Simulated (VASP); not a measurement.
# Cd (P6_3/mmc) in VASP: further runs, part 2 of 2

VASP 6.6.1. The steps go on from the part before.

### Step 4. Single point, r2SCAN

POSCAR reads:

```
Cd
1.0
    2.9509006248      0.0000000000      0.0000000000
   -1.4754503124      2.5555549051      0.0000000000
    0.0000000000      0.0000000000      5.8838547497
Cd
2
Direct
    0.3333333333      0.6666666667      0.2500000000
    0.6666666667      0.3333333333      0.7500000000
```

INCAR.step1 reads:

```
  PREC = Accurate
  ENCUT = 520
  ISMEAR = -1
  SIGMA = 0.1
  LREAL = F
  LASPH = T
  NELM = 80
  NBANDS = 19
  GGA = PE
  ALGO = Normal
  EDIFF = 1E-4
  LWAVE = T
  LCHARG = F
```

INCAR.step2 reads:

```
  PREC = Accurate
  ENCUT = 520
  EDIFF = 1E-6
  ISMEAR = -1
  SIGMA = 0.1
  LREAL = F
  LASPH = T
  NELM = 80
  ALGO = Normal
  ISIF = 2
  LWAVE = F
  LCHARG = T
  METAGGA = R2SCAN
  LMIXTAU = T
  LELF = T
  LVHAR = T
  NBANDS = 19
  ISTART = 1
```

KPOINTS reads:

```
regular mesh
0
Gamma
  4 4 2
```

Potentials or basis: VASP PAW PBE potentials, release 64 (Cd).

The run is started by

```console
$ cat potpaw_PBE.64/Cd/POTCAR > POTCAR
$ cp INCAR.step1 INCAR
$ mpirun -np 1 vasp_std > vasp.out
$ cp INCAR.step2 INCAR
$ mpirun -np 1 vasp_std > vasp.out
```

OUTCAR:

```text
PREC = Accurate
   ENCUT = 520
   EDIFF = 1E-6
   ISMEAR = -1
   LREAL = F
   LASPH = T
   NELM = 80
   ISIF = 2
   METAGGA = R2SCAN
   ISTART = 1

 ion  position               nearest neighbor table
   1  0.333  0.667  0.250-   2 3.40   2 3.40   2 3.40   2 3.40   2 3.40   2 3.40
   2  0.667  0.333  0.750-   1 3.40   1 3.40   1 3.40   1 3.40   1 3.40   1 3.40

  LATTYP: Found a hexagonal cell.
 ALAT       =     2.9509006248
 C/A-ratio  =     1.9939182974

  Lattice vectors:

 A1 = (   2.9509006248,   0.0000000000,   0.0000000000)
 A2 = (  -1.4754503124,   2.5555549051,   0.0000000000)
 A3 = (   0.0000000000,   0.0000000000,   5.8838547497)

Analysis of symmetry for initial positions (statically):
=====================================================================
 Subroutine PRICEL returns:
 Original cell was already a primitive cell.

 Routine SETGRP: Setting up the symmetry group for a
 hexagonal supercell.

 Subroutine GETGRP returns: Found 24 space group operations
 (whereof 12 operations were pure point group operations)
 out of a pool of 24 trial point group operations.

The static configuration has the point symmetry D_3d.
 The point group associated with its full space group is D_6h.

Analysis of symmetry for dynamics (positions and initial velocities):
=====================================================================
 Subroutine PRICEL returns:
 Original cell was already a primitive cell.

 Routine SETGRP: Setting up the symmetry group for a
 hexagonal supercell.

 Subroutine GETGRP returns: Found 24 space group operations
 (whereof 12 operations were pure point group operations)
 out of a pool of 24 trial point group operations.

The dynamic configuration has the point symmetry D_3d.
 The point group associated with its full space group is D_6h.

 Subroutine INISYM returns: Found 24 space group operations
 (whereof 12 operations are pure point group operations),
 and found     1 'primitive' translations

----------------------------------------------------------------------------------------

                                     Primitive cell

  volume of cell :      44.3713

  direct lattice vectors                    reciprocal lattice vectors
     2.950900625  0.000000000  0.000000000     0.338879592  0.195652224  0.000000000
    -1.475450312  2.555554905  0.000000000     0.000000000  0.391304447  0.000000000
     0.000000000  0.000000000  5.883854750     0.000000000  0.000000000  0.169956609

  length of vectors
     2.950900625  2.950900625  5.883854750     0.391304447  0.391304447  0.169956609

  position of ions in fractional coordinates (direct lattice)
     0.333333333  0.666666667  0.250000000
     0.666666667  0.333333333  0.750000000

  ion indices of the primitive-cell ions
   primitive index   ion index
                 1           1
                 2           2

----------------------------------------------------------------------------------------

 KPOINTS: regular mesh

Automatic generation of k-mesh.
 Grid dimensions read from file:
 generate k-points for:    4    4    2

 Generating k-lattice:

  Cartesian coordinates                     Fractional coordinates (reciprocal lattice)
     0.084719898  0.048913056  0.000000000     0.250000000 -0.000000000  0.000000000
     0.000000000  0.097826112  0.000000000     0.000000000  0.250000000  0.000000000
     0.000000000  0.000000000  0.084978304     0.000000000  0.000000000  0.500000000

  Length of vectors
     0.097826112  0.097826112  0.084978304

  Shift w.r.t. Gamma in fractional coordinates (k-lattice)
     0.000000000  0.000000000  0.000000000

 Subroutine IBZKPT returns following result:
 ===========================================

 Found      8 irreducible k-points:

 Following reciprocal coordinates:
            Coordinates               Weight
  0.000000  0.000000  0.000000      1.000000
  0.250000 -0.000000  0.000000      6.000000
  0.500000 -0.000000  0.000000      3.000000
  0.250000  0.250000  0.000000      6.000000
  0.000000  0.000000  0.500000      1.000000
  0.250000 -0.000000  0.500000      6.000000
  0.500000 -0.000000  0.500000      3.000000
  0.250000  0.250000  0.500000      6.000000
   k-points           NKPTS =      8   k-points in BZ     NKDIM =      8   number of bands    NBANDS=     19
   number of dos      NEDOS =    301   number of ions     NIONS =      2
   total plane-waves  NPLWV =  27648
   dimension x,y,z NGX =    24 NGY =   24 NGZ =   48
   dimension x,y,z NGXF=    48 NGYF=   48 NGZF=   96
   ions per type =               2
   NGX,Y,Z   is equivalent  to a cutoff of  13.52, 13.52, 13.56 a.u.
   NGXF,Y,Z  is equivalent  to a cutoff of  27.04, 27.04, 27.12 a.u.
 SYSTEM =  unknown system
   PREC   = accura    normal or accurate (medium, high low for compatibility)
   ISTART =      1    job   : 0-new  1-cont  2-samecut
   ICHARG =      0    charge: 1-file 2-atom 10-const
   ISPIN  =      1    spin polarized calculation?
   LNONCOLLINEAR =      F non collinear calculations
   LSORBIT =      F    spin-orbit coupling
   LASPH  =      T    aspherical Exc in radial PAW
   ENCUT  =  520.0 eV  38.22 Ry    6.18 a.u.   5.49  5.49 10.94*2*pi/ulx,y,z
   NELM   =     80;   NELMIN=  2; NELMDL=  0     # of ELM steps
   EDIFF  = 0.1E-05   stopping-criterion for ELM
   LREAL  =      F    real-space projection
   EDIFFG = 0.1E-04   stopping-criterion for IOM
   NSW    =      0    number of steps for IOM
   IBRION =     -1    ionic relax: 0-MD 1-quasi-New 2-CG
   NFREE  =      0    steps in history (QN), initial steepest desc. (CG)
   ISIF   =      2    stress and relaxation
   ISYM   =      2    0-nonsym 1-usesym 2-fastsym
   POTIM  = 0.5000    time-step for ionic-motion
   TEBEG  =    0.0;   TEEND  =   0.0 temperature during run
   PSTRESS=    0.0 pullay stress
   NELECT =      24.0000    total number of electrons
   NUPDOWN=      -1.0000    fix difference up-down
   EMIN   =  10.00;   EMAX   =-10.00  energy-range for DOS
   EFERMI =   0.00;   METHOD = LEGACY
   ISMEAR =    -1;   SIGMA  =   0.10  broadening in eV -4-tet -1-fermi 0-gaus
   EFERMI_NEDOS =   21; number of points for ismear=-14 and -15
   IALGO  =     38    algorithm
   IMIX   =      4    mixing-type and parameters
     AMIX     =   0.40;   BMIX     =  1.00
     AMIX_MAG =   1.60;   BMIX_MAG =  1.00
  volume/ion in A,a.u.               =      22.19       149.72
  Fermi-wavevector in a.u.,A,eV,Ry     =   1.333863  2.520636 24.207368  1.779191
  Thomas-Fermi vector in A             =   2.462689
   LORBIT       =      0    0 simple, 1 ext, 2 COOP (PROOUT), +10 PAW based schemes
   METAGGA = R2SCAN    functional components
   LHFCALC =     F    Hartree Fock is set to
   AEXX    =    0.0000 exact exchange contribution
   IVDW    =     0    specifies the selected vdW correction
   LEPSILON=     F    determine dielectric tensor
   LRPA    =     F    only Hartree local field effects (RPA)
 non-spin polarized calculation
  energy-cutoff  :      520.00
  volume of cell :       44.37
 maximum number of plane-waves:      1221
 NGX is ok and might be reduce to    24
   NGX = 11   NGY = 11   NGZ = 21

 number of electron      24.0000004 magnetization

 Free energy of the ion-electron system (eV)
  ---------------------------------------------------
  ext. energy  EPLUGINS =         0.00000000
  ---------------------------------------------------
  free energy    TOTEN  =       -40.40872758 eV

  energy without entropy =      -40.39158886  energy(sigma->0) =      -40.40015822

 E-fermi :   1.9346     XC(G=0): -11.6669

 val. band max:        1.7729463439   @ k =   0.2500  -0.0000   0.0000
 cond. band min:       3.0525299063   @ k =   0.5000  -0.0000   0.5000
 fundamental gap:      1.2795835624
 Fermi energy:         1.9345595868

 k-point     1 :       0.0000    0.0000    0.0000
  band No.  band energies     occupation
      1      -7.6541      2.00000
      2      -7.4612      2.00000
      3      -6.9994      2.00000
      4      -6.9994      2.00000
      5      -6.9629      2.00000
      6      -6.9629      2.00000
[... 11 lines left out ...]
     18      19.1167      0.00000
     19      19.3188      0.00000
[... 133 lines left out ...]
 k-point     8 :       0.2500    0.2500    0.5000
  band No.  band energies     occupation
      1      -7.2188      2.00000
      2      -7.2188      2.00000
      3      -7.0976      2.00000
      4      -7.0976      2.00000
      5      -6.7518      2.00000
      6      -6.7518      2.00000
[... 11 lines left out ...]
     18      10.4606      0.00000
     19      16.7468      0.00000

------------------------ aborting loop because EDIFF is reached ----------------------------------------

  FORCE on cell =-STRESS in cart. coord.  units (eV):
  Direction    XX          YY          ZZ          XY          YZ          ZX
  --------------------------------------------------------------------------------------
  -------------------------------------------------------------------------------------
  Total        0.1442533      0.1442533     -1.5099078      0.0000000      0.0000000     -0.0000000
  in kB        5.2087643      5.2087643    -54.5204307      0.0000000      0.0000000     -0.0000000
  external PRESSURE =     -14.7009674 kB  Pullay stress =       0.0000000 kB

 VOLUME and BASIS-vectors are now :
 -----------------------------------------------------------------------------
  energy-cutoff  :      520.00
  volume of cell :       44.37
      direct lattice vectors                 reciprocal lattice vectors
     2.950900625  0.000000000  0.000000000     0.338879592  0.195652224  0.000000000
    -1.475450312  2.555554905  0.000000000     0.000000000  0.391304447  0.000000000
     0.000000000  0.000000000  5.883854750     0.000000000  0.000000000  0.169956609

 POSITION                                       TOTAL-FORCE (eV/Angst)
 -----------------------------------------------------------------------------------
     -0.00000      1.70370      1.47096         0.000000     -0.000000      0.000000
      1.47545      0.85185      4.41289        -0.000000      0.000000      0.000000
 -----------------------------------------------------------------------------------
    total drift:                               -0.000000      0.000000      0.000000

  FREE ENERGIE OF THE ION-ELECTRON SYSTEM (eV)
  ---------------------------------------------------
  free  energy   TOTEN  =       -40.4087275826 eV

  energy  without entropy=      -40.3915888637  energy(sigma->0) =      -40.40015822
```

OUTCAR.step1:

```text
PREC = Accurate
   ENCUT = 520
   ISMEAR = -1
   LREAL = F
   LASPH = T
   NELM = 80
[... 379 lines left out ...]
 -----------------------------------------------------------------------------------
     -0.00000      1.70370      1.47096         0.000000      0.000000      0.000000
      1.47545      0.85185      4.41289        -0.000000      0.000000     -0.000000
 -----------------------------------------------------------------------------------
    total drift:                               -0.000000      0.000000      0.000000

  FREE ENERGIE OF THE ION-ELECTRON SYSTEM (eV)
  ---------------------------------------------------
  free  energy   TOTEN  =        -1.6780818741 eV

  energy  without entropy=       -1.6606984032  energy(sigma->0) =       -1.66939014
```

OSZICAR.step1:

```text
N       E                     dE             d eps       ncg     rms          rms(c)
DAV:   1     0.172779750277E+03    0.17278E+03   -0.13089E+04   304   0.126E+03
DAV:   2     0.210542964319E+01   -0.17067E+03   -0.16560E+03   316   0.331E+02
DAV:   3    -0.177866001167E+01   -0.38841E+01   -0.38784E+01   369   0.567E+01
DAV:   4    -0.178434355637E+01   -0.56835E-02   -0.56833E-02   355   0.208E+00
DAV:   5    -0.178436273435E+01   -0.19178E-04   -0.19178E-04   320   0.112E-01    0.425E+00
DAV:   6    -0.168171074997E+01    0.10265E+00   -0.25609E-01   325   0.595E+00    0.344E+00
DAV:   7    -0.167742876441E+01    0.42820E-02   -0.28135E-02   334   0.155E+00    0.170E+00
DAV:   8    -0.167803252614E+01   -0.60376E-03   -0.35792E-03   332   0.726E-01    0.948E-02
DAV:   9    -0.167808187410E+01   -0.49348E-04   -0.14453E-05   176   0.364E-02
   1 F= -.16780819E+01 E0= -.16693901E+01  d E =-.173835E-01
```

Wall time 48 s (1 thread of Intel Xeon 8259CL, shared host); peak memory 0.17 GiB.

Results:

* Free energy: -40.4087 eV
* Pressure: -1.5 GPa
* Band gap on the k mesh: zero (bands 12 and 13 overlap by 3.70 eV)

Stress tensor (GPa, compression positive):
```
 0.52  0.00  0.00
 0.00  0.52  0.00
 0.00  0.00 -5.45
```

Caveat: the k points lie up to 0.61 Å⁻¹ apart, too coarse for converged energies and pressures of a metal; the PAW data sets were made with another functional, which shifts forces and pressure a little.

### Step 5. Summary

```csv
k mesh,gap on the mesh (eV),pressure (GPa)
2 × 2 × 1,none,4.4
3 × 3 × 2,none,2.7
4 × 4 × 2,none,-1.5
```

Alike in all rows: task single point; level r2SCAN; potentials or basis VASP PAW PBE potentials, release 64 (Cd); no spin polarisation; cell as given; cutoff (eV) 520; smearing fermi-dirac 0.1 eV.

Caveats: all runs use coarse meshes; the PAW data sets were made with another functional, which shifts forces and pressure a little.

Total energies depend on the potentials used, so only differences within one code and one set of settings carry meaning.

The gap in the log of VASP goes by the Fermi energy; the results here count the filled bands.